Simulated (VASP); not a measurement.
# BN (F-43m) in VASP: notebook

Runs on BN. Level: PBE. Tasks: single point.

Program: VASP 6.6.1. These are calculated values, not measurements. Logs are shortened: lines on timing, memory, paths and dates and some standing lists are left out, and cuts for length are marked.

### Step 1. The cell of the first run

It takes space group F-43m (No. 216, cubic). Conventional cell: a = 3.625 Å, b = 3.625 Å, c = 3.625 Å, α = 90.00°, β = 90.00°, γ = 90.00°. B (site symmetry -43m) has 4 N at 1.57 Å within 2.1 Å. N (site symmetry -43m) has 4 B at 1.57 Å within 2.1 Å.

### Step 2. Single point, PBE

INCAR reads:

```
SYSTEM = BN
PREC = Accurate
ENCUT = 520
EDIFF = 1E-7
ISMEAR = 0
SIGMA = 0.02
LREAL = .False.
LASPH = .True.
NELM = 60
ALGO = Normal
ISIF = 2
LWAVE = .False.
LCHARG = .False.
GGA = PE
NBANDS = 11
```

KPOINTS reads:

```
regular mesh
0
Gamma
  12 12 12
  0 0 0
```

POSCAR reads:

```
BN
1.0
    0.0000000000      1.8123937807      1.8123937807
    1.8123937807      0.0000000000      1.8123937807
    1.8123937807      1.8123937807      0.0000000000
B N
1 1
Direct
    0.0000000000      0.0000000000      0.0000000000
    0.7500000000      0.7500000000      0.7500000000
```

Potentials or basis: VASP PAW PBE potentials, release 64 (B, N).

Started as:

```sh
cat potpaw_PBE.64/B/POTCAR potpaw_PBE.64/N/POTCAR > POTCAR
mpirun -np 1 vasp_std > vasp.out
```

OUTCAR:

```text
SYSTEM = BN
   PREC = Accurate
   ENCUT = 520
   EDIFF = 1E-7
   ISMEAR = 0
   LREAL = .False.
   LASPH = .True.
   NELM = 60
   ISIF = 2
   GGA = PE

 ion  position               nearest neighbor table
   1  0.000  0.000  0.000-   2 1.57   2 1.57   2 1.57   2 1.57
   2  0.750  0.750  0.750-   1 1.57   1 1.57   1 1.57   1 1.57

  LATTYP: Found a face centered cubic cell.
 ALAT       =     3.6247875614

  Lattice vectors:

 A1 = (   0.0000000000,   1.8123937807,   1.8123937807)
 A2 = (   1.8123937807,   0.0000000000,   1.8123937807)
 A3 = (   1.8123937807,   1.8123937807,   0.0000000000)

Analysis of symmetry for initial positions (statically):
=====================================================================
 Subroutine PRICEL returns:
 Original cell was already a primitive cell.

 Routine SETGRP: Setting up the symmetry group for a
 face centered cubic supercell.

 Subroutine GETGRP returns: Found 24 space group operations
 (whereof 24 operations were pure point group operations)
 out of a pool of 48 trial point group operations.

The static configuration has the point symmetry T_d .

Analysis of symmetry for dynamics (positions and initial velocities):
=====================================================================
 Subroutine PRICEL returns:
 Original cell was already a primitive cell.

 Routine SETGRP: Setting up the symmetry group for a
 face centered cubic supercell.

 Subroutine GETGRP returns: Found 24 space group operations
 (whereof 24 operations were pure point group operations)
 out of a pool of 48 trial point group operations.

The dynamic configuration has the point symmetry T_d .

 Subroutine INISYM returns: Found 24 space group operations
 (whereof 24 operations are pure point group operations),
 and found     1 'primitive' translations

----------------------------------------------------------------------------------------

                                     Primitive cell

  volume of cell :      11.9066

  direct lattice vectors                    reciprocal lattice vectors
     0.000000000  1.812393781  1.812393781    -0.275878236  0.275878236  0.275878236
     1.812393781  0.000000000  1.812393781     0.275878236 -0.275878236  0.275878236
     1.812393781  1.812393781  0.000000000     0.275878236  0.275878236 -0.275878236

  length of vectors
     2.563111865  2.563111865  2.563111865     0.477835122  0.477835122  0.477835122

  position of ions in fractional coordinates (direct lattice)
     0.000000000  0.000000000  0.000000000
     0.750000000  0.750000000  0.750000000

  ion indices of the primitive-cell ions
   primitive index   ion index
                 1           1
                 2           2

----------------------------------------------------------------------------------------

 KPOINTS: regular mesh

Automatic generation of k-mesh.
 Grid dimensions read from file:
 generate k-points for:   12   12   12

 Generating k-lattice:

  Cartesian coordinates                     Fractional coordinates (reciprocal lattice)
    -0.022989853  0.022989853  0.022989853     0.083333333  0.000000000  0.000000000
     0.022989853 -0.022989853  0.022989853     0.000000000  0.083333333  0.000000000
     0.022989853  0.022989853 -0.022989853     0.000000000  0.000000000  0.083333333

  Length of vectors
     0.039819594  0.039819594  0.039819594

  Shift w.r.t. Gamma in fractional coordinates (k-lattice)
     0.000000000  0.000000000  0.000000000

 Subroutine IBZKPT returns following result:
 ===========================================

 Found     72 irreducible k-points:

 Following reciprocal coordinates:
            Coordinates               Weight
  0.000000  0.000000  0.000000      1.000000
  0.083333  0.000000  0.000000      8.000000
  0.166667  0.000000  0.000000      8.000000
  0.250000  0.000000  0.000000      8.000000
  0.333333  0.000000  0.000000      8.000000
  0.416667  0.000000  0.000000      8.000000
[... 16 lines left out ...]
  0.500000  0.166667  0.000000     24.000000
 -0.416667  0.166667  0.000000     24.000000
 [... further k-points ...]
   k-points           NKPTS =     72   k-points in BZ     NKDIM =     72   number of bands    NBANDS=     11
   number of dos      NEDOS =    301   number of ions     NIONS =      2
   total plane-waves  NPLWV =   8000
   dimension x,y,z NGX =    20 NGY =   20 NGZ =   20
   dimension x,y,z NGXF=    40 NGYF=   40 NGZF=   40
   ions per type =               1   1
   NGX,Y,Z   is equivalent  to a cutoff of  12.97, 12.97, 12.97 a.u.
   NGXF,Y,Z  is equivalent  to a cutoff of  25.94, 25.94, 25.94 a.u.
 SYSTEM =  BN
   PREC   = accura    normal or accurate (medium, high low for compatibility)
   ISTART =      0    job   : 0-new  1-cont  2-samecut
   ICHARG =      2    charge: 1-file 2-atom 10-const
   ISPIN  =      1    spin polarized calculation?
   LNONCOLLINEAR =      F non collinear calculations
   LSORBIT =      F    spin-orbit coupling
   LASPH  =      T    aspherical Exc in radial PAW
   ENCUT  =  520.0 eV  38.22 Ry    6.18 a.u.   4.77  4.77  4.77*2*pi/ulx,y,z
   NELM   =     60;   NELMIN=  2; NELMDL= -5     # of ELM steps
   EDIFF  = 0.1E-06   stopping-criterion for ELM
   LREAL  =      F    real-space projection
   EDIFFG = 0.1E-05   stopping-criterion for IOM
   NSW    =      0    number of steps for IOM
   IBRION =     -1    ionic relax: 0-MD 1-quasi-New 2-CG
   NFREE  =      0    steps in history (QN), initial steepest desc. (CG)
   ISIF   =      2    stress and relaxation
   ISYM   =      2    0-nonsym 1-usesym 2-fastsym
   POTIM  = 0.5000    time-step for ionic-motion
   TEBEG  =    0.0;   TEEND  =   0.0 temperature during run
   PSTRESS=    0.0 pullay stress
   NELECT =       8.0000    total number of electrons
   NUPDOWN=      -1.0000    fix difference up-down
   EMIN   =  10.00;   EMAX   =-10.00  energy-range for DOS
   EFERMI =   0.00;   METHOD = LEGACY
   ISMEAR =     0;   SIGMA  =   0.02  broadening in eV -4-tet -1-fermi 0-gaus
   EFERMI_NEDOS =   21; number of points for ismear=-14 and -15
   IALGO  =     38    algorithm
   IMIX   =      4    mixing-type and parameters
     AMIX     =   0.40;   BMIX     =  1.00
     AMIX_MAG =   1.60;   BMIX_MAG =  1.00
  volume/ion in A,a.u.               =       5.95        40.17
  Fermi-wavevector in a.u.,A,eV,Ry     =   1.433867  2.709616 27.973240  2.055975
  Thomas-Fermi vector in A             =   2.553338
   LORBIT       =      0    0 simple, 1 ext, 2 COOP (PROOUT), +10 PAW based schemes
   GGA     = PE    functional components
   LHFCALC =     F    Hartree Fock is set to
   AEXX    =    0.0000 exact exchange contribution
   IVDW    =     0    specifies the selected vdW correction
   LEPSILON=     F    determine dielectric tensor
   LRPA    =     F    only Hartree local field effects (RPA)
 non-spin polarized calculation
 Gauss-broadening in eV      SIGMA  =   0.02
  energy-cutoff  :      520.00
  volume of cell :       11.91
 maximum number of plane-waves:       332
   NGX =  9   NGY =  9   NGZ =  9

 number of electron       7.9999999 magnetization

 Free energy of the ion-electron system (eV)
  ---------------------------------------------------
  ext. energy  EPLUGINS =         0.00000000
  ---------------------------------------------------
  free energy    TOTEN  =       -17.45101388 eV

  energy without entropy =      -17.45101388  energy(sigma->0) =      -17.45101388

 E-fermi :   7.4052     XC(G=0): -12.7820

 val. band max:        7.3033483925   @ k =   0.0000   0.0000   0.0000
 cond. band min:      11.7540761814   @ k =   0.5000   0.5000   0.0000
 fundamental gap:      4.4507277889
 Fermi energy:         7.4052018512

 k-point     1 :       0.0000    0.0000    0.0000
  band No.  band energies     occupation
      1     -12.8354      2.00000
      2       7.3033      2.00000
      3       7.3033      2.00000
      4       7.3033      2.00000
      5      16.0846      0.00000
      6      16.0846      0.00000
      7      16.0846      0.00000
      8      17.5211      0.00000
      9      31.9035      0.00000
     10      34.9731      0.00000
     11      34.9731      0.00000

 k-point     2 :       0.0833    0.0000    0.0000
  band No.  band energies     occupation
      1     -12.6674      2.00000
      2       6.3958      2.00000
      3       7.1243      2.00000
      4       7.1243      2.00000
      5      16.2824      0.00000
      6      16.3563      0.00000
      7      16.3563      0.00000
      8      18.0910      0.00000
      9      31.7176      0.00000
     10      32.7775      0.00000
     11      32.7775      0.00000

 k-point     3 :       0.1667    0.0000    0.0000
  band No.  band energies     occupation
      1     -12.1699      2.00000
      2       4.3082      2.00000
      3       6.6884      2.00000
      4       6.6884      2.00000
      5      16.5778      0.00000
      6      16.9881      0.00000
      7      16.9881      0.00000
      8      19.4275      0.00000
      9      31.1924      0.00000
     10      31.2312      0.00000
     11      31.2312      0.00000

 k-point     4 :       0.2500    0.0000    0.0000
  band No.  band energies     occupation
      1     -11.3667      2.00000
      2       1.8573      2.00000
      3       6.1848      2.00000
      4       6.1848      2.00000
      5      16.8649      0.00000
      6      17.5931      0.00000
      7      17.5931      0.00000
      8      20.7673      0.00000
      9      30.6507      0.00000
     10      30.8268      0.00000
     11      30.8268      0.00000

 k-point     5 :       0.3333    0.0000    0.0000
  band No.  band energies     occupation
      1     -10.3214      2.00000
      2      -0.5158      2.00000
      3       5.7550      2.00000
      4       5.7550      2.00000
      5      17.1162      0.00000
      6      17.9066      0.00000
      7      17.9066      0.00000
      8      21.7423      0.00000
      9      30.4212      0.00000
     10      31.6101      0.00000
     11      31.6101      0.00000
[... 211 lines left out ...]
 k-point    21 :       0.3333    0.1667    0.0000
  band No.  band energies     occupation
      1     -10.4885      2.00000
      2       1.2558      2.00000
      3       4.5559      2.00000
      4       4.8320      2.00000
      5      15.3615      0.00000
      6      19.4980      0.00000
      7      20.0292      0.00000
      8      20.0414      0.00000
      9      26.6885      0.00000
     10      33.5993      0.00000
     11      35.3283      0.00000

 k-point    22 :       0.4167    0.1667    0.0000
  band No.  band energies     occupation
      1      -9.4330      2.00000
      2      -0.8195      2.00000
      3       4.1880      2.00000
      4       4.3732      2.00000
      5      15.7690      0.00000
      6      19.6258      0.00000
      7      20.1176      0.00000
      8      20.9860      0.00000
      9      27.5965      0.00000
     10      33.3788      0.00000
     11      35.5934      0.00000

 k-point    23 :       0.5000    0.1667    0.0000
  band No.  band energies     occupation
      1      -8.4781      2.00000
      2      -2.3593      2.00000
      3       3.6064      2.00000
      4       4.4450      2.00000
      5      16.1248      0.00000
      6      19.5560      0.00000
      7      19.8778      0.00000
      8      22.2795      0.00000
      9      27.9708      0.00000
     10      33.5510      0.00000
     11      34.7977      0.00000

 k-point    24 :      -0.4167    0.1667    0.0000
  band No.  band energies     occupation
      1      -8.2961      2.00000
      2      -2.6242      2.00000
      3       3.2075      2.00000
      4       4.7573      2.00000
      5      16.5754      0.00000
      6      19.4088      0.00000
      7      19.4854      0.00000
      8      22.8886      0.00000
      9      28.2575      0.00000
     10      32.5542      0.00000
     11      33.8215      0.00000

 [... further k-points ...]
[... 5 lines left out ...]
  --------------------------------------------------------------------------------------
  -------------------------------------------------------------------------------------
  Total        0.0153451      0.0153451      0.0153451     -0.0000000      0.0000000      0.0000000
  in kB        2.0648662      2.0648662      2.0648662     -0.0000000      0.0000000      0.0000000
  external PRESSURE =       2.0648662 kB  Pullay stress =       0.0000000 kB

 VOLUME and BASIS-vectors are now :
 -----------------------------------------------------------------------------
  energy-cutoff  :      520.00
  volume of cell :       11.91
      direct lattice vectors                 reciprocal lattice vectors
     0.000000000  1.812393781  1.812393781    -0.275878236  0.275878236  0.275878236
     1.812393781  0.000000000  1.812393781     0.275878236 -0.275878236  0.275878236
     1.812393781  1.812393781  0.000000000     0.275878236  0.275878236 -0.275878236

 POSITION                                       TOTAL-FORCE (eV/Angst)
 -----------------------------------------------------------------------------------
      0.00000      0.00000      0.00000         0.000000     -0.000000      0.000000
      2.71859      2.71859      2.71859        -0.000000      0.000000     -0.000000
 -----------------------------------------------------------------------------------
    total drift:                               -0.000000     -0.000000     -0.000000

  FREE ENERGIE OF THE ION-ELECTRON SYSTEM (eV)
  ---------------------------------------------------
  free  energy   TOTEN  =       -17.4510138781 eV

  energy  without entropy=      -17.4510138781  energy(sigma->0) =      -17.45101388
```

It took 21 s on 1 thread of AMD EPYC 7R13, shared host; peak memory 0.09 GiB.

What came out:

```yaml
Free_energy: -17.4510 eV
Pressure: 0.2 GPa
Band_gap_on_the_k_mesh: 4.45 eV, indirect (least direct gap 8.78 eV)
```

### Step 3. Single point, PBE

INCAR reads:

```
SYSTEM = BN
ALGO = Normal ; EDIFF = 1E-6
ENCUT = 520 ; GGA = PE
ISIF = 2 ; ISMEAR = 0
LASPH = .TRUE. ; LCHARG = .FALSE.
LREAL = .FALSE. ; LWAVE = .FALSE.
NBANDS = 11 ; NELM = 80
PREC = Accurate ; SIGMA = 0.05
```

KPOINTS reads:

```
k-points
0
G
  12 12 12
  0 0 0
```

POSCAR is that of step 2.

Potentials or basis: VASP PAW PBE potentials, release 64 (B, N).

Started as:

```sh
cat potpaw_PBE.64/B/POTCAR potpaw_PBE.64/N/POTCAR > POTCAR
mpirun -np 1 vasp_std > vasp.out
```

Wall time 20 s (1 thread of AMD EPYC 7R13, shared host); peak memory 0.09 GiB.

Results (log left out):

```
Free energy            : -17.4510 eV
Pressure               : 0.2 GPa
Band gap on the k mesh : 4.45 eV, indirect (least direct gap 8.78 eV)
```

Levels at points of the mesh, in eV from the valence-band top:
```tsv
k point	band 1	band 2	band 3	band 4	band 5	band 6	band 7	band 8	band 9
(0.00, 0.00, 0.00)	-20.14	0.00	0.00	0.00	8.78	8.78	8.78	10.22	24.60
(0.50, 0.00, 0.00)	-15.96	-10.62	-1.92	-1.92	10.04	10.66	10.66	15.17	23.34
(0.50, 0.50, 0.00)	-14.60	-8.86	-4.86	-4.86	4.45	9.19	17.79	17.79	20.65
```
